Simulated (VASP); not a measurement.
Input of a VASP 6.6.1 run:

INCAR

```
PREC = Accurate
ENCUT = 520
EDIFF = 1E-6
ISMEAR = 0
SIGMA = 0.15
LREAL = F
LASPH = T
NELM = 100
ALGO = Normal
ISIF = 2
LWAVE = F
LCHARG = F
GGA = PS
IVDW = 12
NBANDS = 22
```

KPOINTS

```
regular mesh
0
Gamma
  14 14 14
```

File POSCAR:

```
GaSb3
1.0
    0.0000000000      3.3740891218      4.0489069462
    3.3740891218      0.0000000000      4.0489069462
    3.3740891218      3.3740891218      0.0000000000
Ga Sb
1 3
Direct
    0.0000000000      0.0000000000      0.0000000000
    0.2500000000      0.2500000000      0.2500000000
    0.7500000000      0.7500000000      0.7500000000
    0.5000000000      0.5000000000      0.5000000000
```

Potentials or basis: VASP PAW PBE potentials, release 64 (Ga_d, Sb).

The run is started by

```console
$ cat potpaw_PBE.64/Ga_d/POTCAR potpaw_PBE.64/Sb/POTCAR > POTCAR
$ mpirun -np 1 vasp_std > vasp.out
```

Task: Predict the pressure.

Result: 1.4 GPa.

Task: Predict the band gap on the k mesh.

Result: Zero (bands 14 and 15 overlap by 5.11 eV).

Stress tensor (GPa, compression positive):
```
1.88 0.00 0.00
0.00 1.88 0.00
0.00 0.00 0.46
```

Caveat: the PAW data sets were made with another functional, which shifts forces and pressure a little; spin-orbit coupling is left out, which moves the levels of the heavy elements.
